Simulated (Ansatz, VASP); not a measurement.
GaP in VASP and in Ansatz

```xyz
2
Lattice="0.0000 2.5585 2.5585 2.5585 0.0000 2.5585 2.5585 2.5585 0.0000" Properties=species:S:1:pos:R:3 pbc="T T T"
Ga    0.0000    0.0000    0.0000
P     2.5585    2.5585    2.5585
```

Alike in both runs: task single point; functional HSE06; k mesh 4 × 4 × 4; occupations gaussian, width 0.001 eV; no spin polarisation.

|  | VASP | Ansatz |
| --- | --- | --- |
| version | VASP 6.6.1 | Ansatz 0.2.0 |
| potentials or method | VASP PAW PBE potentials, release 64 (Ga_d, P) | plane waves |
| plane-wave cutoff (eV) | 520 | 420 |
| valence electrons in the cell | 18 | 18 |

```csv
,VASP,Ansatz,Ansatz less VASP
pressure (GPa),0.5,0.5,+0.04
```

Ansatz's warnings: filled band counts differ across k points, stress exchange threshold loose, stress scf threshold loose.

The k mesh is coarse, so the values compare programs but aren't converged.
